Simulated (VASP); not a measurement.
# ZnO (P6_3mc) in VASP: further runs

The runs below take ZnO through electric field gradients, with LDA.

All numbers are computed with VASP 6.6.1; they aren't measurements. Logs are shortened: lines on timing, memory, paths and dates and some standing lists are left out, and cuts for length are marked.

## 1. The cell of the first run

It takes space group P6_3mc (No. 186, hexagonal). Conventional cell: a = 3.205 Å, b = 3.205 Å, c = 5.133 Å, α = 90.00°, β = 90.00°, γ = 120.00°. Within 2.6 Å of Zn (site symmetry 3m) lie 4 O at 1.95 to 1.96 Å. Within 2.6 Å of O (site symmetry 3m) lie 4 Zn at 1.95 to 1.96 Å.

## 2. Electric field gradients, LDA (volume scaled by 0.96)

INCAR

```
  PREC = Accurate
  ENCUT = 520
  EDIFF = 1E-8
  ISMEAR = -1
  SIGMA = 0.01
  LREAL = F
  LASPH = T
  NELM = 60
  ALGO = Normal
  ISIF = 2
  LWAVE = F
  LCHARG = F
  GGA = CA
  LEFG = T
  NBANDS = 26
```

KPOINTS

```
regular mesh
0
Gamma
  8 8 5
```

POSCAR

```
ZnO
1.0
    3.2054825469      0.0000000000      0.0000000000
   -1.6027412734      2.7760293170      0.0000000000
    0.0000000000      0.0000000000      5.1334697570
Zn O
2 2
Direct
    0.3333333333      0.6666666667      0.0000000000
    0.6666666667      0.3333333333      0.5000000000
    0.3333333333      0.6666666667      0.3821000000
    0.6666666667      0.3333333333      0.8821000000
```

Potentials or basis: VASP PAW LDA potentials, release 64 (Zn, O).

Command:

```console
> cat potpaw_LDA.64/Zn/POTCAR potpaw_LDA.64/O/POTCAR > POTCAR
> mpirun -np 1 vasp_std > vasp.out
```

OUTCAR:

```text
PREC = Accurate
   ENCUT = 520
   EDIFF = 1E-8
   ISMEAR = -1
   LREAL = F
   LASPH = T
   NELM = 60
   ISIF = 2
   GGA = CA

 ion  position               nearest neighbor table
   1  0.333  0.667  0.000-   4 1.95   4 1.95   4 1.95   3 1.96
   2  0.667  0.333  0.500-   3 1.95   3 1.95   3 1.95   4 1.96
   3  0.333  0.667  0.382-   2 1.95   2 1.95   2 1.95   1 1.96
   4  0.667  0.333  0.882-   1 1.95   1 1.95   1 1.95   2 1.96

  LATTYP: Found a hexagonal cell.
 ALAT       =     3.2054825469
 C/A-ratio  =     1.6014655148

  Lattice vectors:

 A1 = (   3.2054825469,   0.0000000000,   0.0000000000)
 A2 = (  -1.6027412734,   2.7760293170,   0.0000000000)
 A3 = (   0.0000000000,   0.0000000000,   5.1334697570)

Analysis of symmetry for initial positions (statically):
=====================================================================
 Subroutine PRICEL returns:
 Original cell was already a primitive cell.

 Routine SETGRP: Setting up the symmetry group for a
 hexagonal supercell.

 Subroutine GETGRP returns: Found 12 space group operations
 (whereof  6 operations were pure point group operations)
 out of a pool of 24 trial point group operations.

The static configuration has the point symmetry C_3v.
 The point group associated with its full space group is C_6v.

Analysis of symmetry for dynamics (positions and initial velocities):
=====================================================================
 Subroutine PRICEL returns:
 Original cell was already a primitive cell.

 Routine SETGRP: Setting up the symmetry group for a
 hexagonal supercell.

 Subroutine GETGRP returns: Found 12 space group operations
 (whereof  6 operations were pure point group operations)
 out of a pool of 24 trial point group operations.

The dynamic configuration has the point symmetry C_3v.
 The point group associated with its full space group is C_6v.

 Subroutine INISYM returns: Found 12 space group operations
 (whereof  6 operations are pure point group operations),
 and found     1 'primitive' translations

----------------------------------------------------------------------------------------

                                     Primitive cell

  volume of cell :      45.6803

  direct lattice vectors                    reciprocal lattice vectors
     3.205482547  0.000000000  0.000000000     0.311965511  0.180113372  0.000000000
    -1.602741273  2.776029317  0.000000000     0.000000000  0.360226743  0.000000000
     0.000000000  0.000000000  5.133469757     0.000000000  0.000000000  0.194800018

  length of vectors
     3.205482547  3.205482547  5.133469757     0.360226743  0.360226743  0.194800018

  position of ions in fractional coordinates (direct lattice)
     0.333333333  0.666666667  0.000000000
     0.666666667  0.333333333  0.500000000
     0.333333333  0.666666667  0.382100000
     0.666666667  0.333333333  0.882100000

  ion indices of the primitive-cell ions
   primitive index   ion index
                 1           1
                 2           2
                 3           3
                 4           4

----------------------------------------------------------------------------------------

 KPOINTS: regular mesh

Automatic generation of k-mesh.
 Grid dimensions read from file:
 generate k-points for:    8    8    5

 Generating k-lattice:

  Cartesian coordinates                     Fractional coordinates (reciprocal lattice)
     0.038995689  0.022514171  0.000000000     0.125000000  0.000000000  0.000000000
     0.000000000  0.045028343  0.000000000     0.000000000  0.125000000  0.000000000
     0.000000000  0.000000000  0.038960004     0.000000000  0.000000000  0.200000000

  Length of vectors
[... 39 lines left out ...]
   total plane-waves  NPLWV =  23040
   dimension x,y,z NGX =    24 NGY =   24 NGZ =   40
   dimension x,y,z NGXF=    48 NGYF=   48 NGZF=   80
   ions per type =               2   2
   NGX,Y,Z   is equivalent  to a cutoff of  12.45, 12.45, 12.95 a.u.
   NGXF,Y,Z  is equivalent  to a cutoff of  24.89, 24.89, 25.91 a.u.
 SYSTEM =  unknown system
   PREC   = accura    normal or accurate (medium, high low for compatibility)
   ISTART =      0    job   : 0-new  1-cont  2-samecut
   ICHARG =      2    charge: 1-file 2-atom 10-const
   ISPIN  =      1    spin polarized calculation?
   LNONCOLLINEAR =      F non collinear calculations
   LSORBIT =      F    spin-orbit coupling
   LASPH  =      T    aspherical Exc in radial PAW
   ENCUT  =  520.0 eV  38.22 Ry    6.18 a.u.   5.96  5.96  9.54*2*pi/ulx,y,z
   NELM   =     60;   NELMIN=  2; NELMDL= -5     # of ELM steps
   EDIFF  = 0.1E-07   stopping-criterion for ELM
   LREAL  =      F    real-space projection
   EDIFFG = 0.1E-06   stopping-criterion for IOM
   NSW    =      0    number of steps for IOM
   IBRION =     -1    ionic relax: 0-MD 1-quasi-New 2-CG
   NFREE  =      0    steps in history (QN), initial steepest desc. (CG)
   ISIF   =      2    stress and relaxation
   ISYM   =      2    0-nonsym 1-usesym 2-fastsym
   POTIM  = 0.5000    time-step for ionic-motion
   TEBEG  =    0.0;   TEEND  =   0.0 temperature during run
   PSTRESS=    0.0 pullay stress
   NELECT =      36.0000    total number of electrons
   NUPDOWN=      -1.0000    fix difference up-down
   EMIN   =  10.00;   EMAX   =-10.00  energy-range for DOS
   EFERMI =   0.00;   METHOD = LEGACY
   ISMEAR =    -1;   SIGMA  =   0.01  broadening in eV -4-tet -1-fermi 0-gaus
   EFERMI_NEDOS =   21; number of points for ismear=-14 and -15
   IALGO  =     38    algorithm
   IMIX   =      4    mixing-type and parameters
     AMIX     =   0.40;   BMIX     =  1.00
     AMIX_MAG =   1.60;   BMIX_MAG =  1.00
  volume/ion in A,a.u.               =      11.42        77.07
  Fermi-wavevector in a.u.,A,eV,Ry     =   1.512166  2.857580 31.111713  2.286646
  Thomas-Fermi vector in A             =   2.622127
   LORBIT       =      0    0 simple, 1 ext, 2 COOP (PROOUT), +10 PAW based schemes
   GGA     = CA    functional components
   LHFCALC =     F    Hartree Fock is set to
   AEXX    =    0.0000 exact exchange contribution
   IVDW    =     0    specifies the selected vdW correction
   LEPSILON=     F    determine dielectric tensor
   LRPA    =     F    only Hartree local field effects (RPA)
 non-spin polarized calculation
  energy-cutoff  :      520.00
  volume of cell :       45.68
 maximum number of plane-waves:      1247
 NGX is ok and might be reduce to    24
   NGX = 11   NGY = 11   NGZ = 19

 number of electron      36.0000006 magnetization

 Free energy of the ion-electron system (eV)
  ---------------------------------------------------
  ext. energy  EPLUGINS =         0.00000000
  ---------------------------------------------------
  free energy    TOTEN  =       -21.15713526 eV

  energy without entropy =      -21.15713526  energy(sigma->0) =      -21.15713526

 E-fermi :   1.5567     XC(G=0): -11.6827

 val. band max:        1.2713229037   @ k =   0.0000   0.0000   0.0000
 cond. band min:       2.0795252493   @ k =   0.0000   0.0000   0.0000
 fundamental gap:      0.8082023457
 Fermi energy:         1.5567282356

 k-point     1 :       0.0000    0.0000    0.0000
  band No.  band energies     occupation
      1     -16.8805      2.00000
      2     -16.0375      2.00000
      3      -4.7387      2.00000
      4      -4.7269      2.00000
      5      -4.7269      2.00000
      6      -4.6319      2.00000
[... 685 lines left out ...]
     25      14.8947      0.00000
     26      15.1488      0.00000

 [... further k-points ...]

------------------------ aborting loop because EDIFF is reached ----------------------------------------

  FORCE on cell =-STRESS in cart. coord.  units (eV):
  Direction    XX          YY          ZZ          XY          YZ          ZX
  --------------------------------------------------------------------------------------
  -------------------------------------------------------------------------------------
  Total       -0.0329630     -0.0329630      0.0861798     -0.0000000      0.0000000      0.0000000
  in kB       -1.1561349     -1.1561349      3.0226490     -0.0000000      0.0000000      0.0000000
  external PRESSURE =       0.2367930 kB  Pullay stress =       0.0000000 kB

 VOLUME and BASIS-vectors are now :
 -----------------------------------------------------------------------------
  energy-cutoff  :      520.00
  volume of cell :       45.68
      direct lattice vectors                 reciprocal lattice vectors
     3.205482547  0.000000000  0.000000000     0.311965511  0.180113372  0.000000000
    -1.602741273  2.776029317  0.000000000     0.000000000  0.360226743  0.000000000
     0.000000000  0.000000000  5.133469757     0.000000000  0.000000000  0.194800018

 POSITION                                       TOTAL-FORCE (eV/Angst)
 -----------------------------------------------------------------------------------
     -0.00000      1.85069      0.00000         0.000000     -0.000000      0.042338
      1.60274      0.92534      2.56673        -0.000000      0.000000      0.042338
     -0.00000      1.85069      1.96150        -0.000000      0.000000     -0.042338
      1.60274      0.92534      4.52823         0.000000     -0.000000     -0.042338
 -----------------------------------------------------------------------------------
    total drift:                                0.000000      0.000001      0.000321

  FREE ENERGIE OF THE ION-ELECTRON SYSTEM (eV)
  ---------------------------------------------------
  free  energy   TOTEN  =       -21.1571352595 eV

  energy  without entropy=      -21.1571352595  energy(sigma->0) =      -21.15713526

 Electric field gradients (V/A^2)
---------------------------------------------------------------------
 ion       V_xx      V_yy      V_zz      V_xy      V_xz      V_yz
---------------------------------------------------------------------
   1      -4.132    -4.137     8.269    -0.004     0.000    -0.000
   2      -4.132    -4.137     8.269    -0.004    -0.000     0.000
   3       1.721     1.718    -3.439    -0.002     0.000    -0.000
   4       1.721     1.718    -3.439    -0.002    -0.000     0.000
---------------------------------------------------------------------

 Electric field gradients after diagonalization (V/A^2)
 (convention: |V_zz| > |V_xx| > |V_yy|)
----------------------------------------------------------------------
 ion       V_xx      V_yy      V_zz     asymmetry (V_yy - V_xx)/ V_zz
----------------------------------------------------------------------
   1      -4.140    -4.130     8.269       0.001
   2      -4.140    -4.130     8.269       0.001
   3       1.722     1.717    -3.439       0.002
   4       1.722     1.717    -3.439       0.002
----------------------------------------------------------------------

           NMR quadrupolar parameters

 Cq : quadrupolar parameter    Cq=e*Q*V_zz/h
 eta: asymmetry parameters     (V_yy - V_xx)/ V_zz
 Q  : nuclear electric quadrupole moment in mb (millibarn)
----------------------------------------------------------------------
 ion       Cq(MHz)       eta       Q (mb)
----------------------------------------------------------------------
   1       0.020       0.001       1.000
   2       0.020       0.001       1.000
   3      -0.008       0.002       1.000
   4      -0.008       0.002       1.000
----------------------------------------------------------------------
```

It took 31 s on 1 thread of Intel Xeon Platinum 8488C (Sapphire Rapids), shared host; peak memory 0.16 GiB.

Results:

* Free energy: -21.1571 eV
* Pressure: 0.0 GPa
* Largest force: 0.042 eV/Å
* Band gap on the k mesh: 0.81 eV, direct

Forces in eV/Å, atoms in the order of the input:
```
Zn   0.000  0.000  0.042
Zn   0.000  0.000  0.042
O    0.000  0.000 -0.042
O    0.000  0.000 -0.042
```

Levels at points of the mesh, in eV from the valence-band top:
```
           k point  band 15  band 16  band 17  band 18  band 19  band 20  band 21  band 22
(0.00, 0.00, 0.00)    -0.84    -0.11     0.00     0.00     0.81     5.22     8.25    12.83
(0.50, 0.00, 0.00)    -2.98    -2.44    -1.36    -0.93     5.86     6.75     7.52     8.61
```

Electric field gradients, principal values (V/Å²):
```tsv
atom	least	middle	greatest (by size)
1 Zn	-4.130	-4.140	8.269
2 Zn	-4.130	-4.140	8.269
3 O	1.717	1.722	-3.439
4 O	1.717	1.722	-3.439
```

Caveat: without QUAD_EFG the Cq values of the log hold for a quadrupole moment of 1 mb, not for the nuclei.

(Continued in part 2 of 3.)
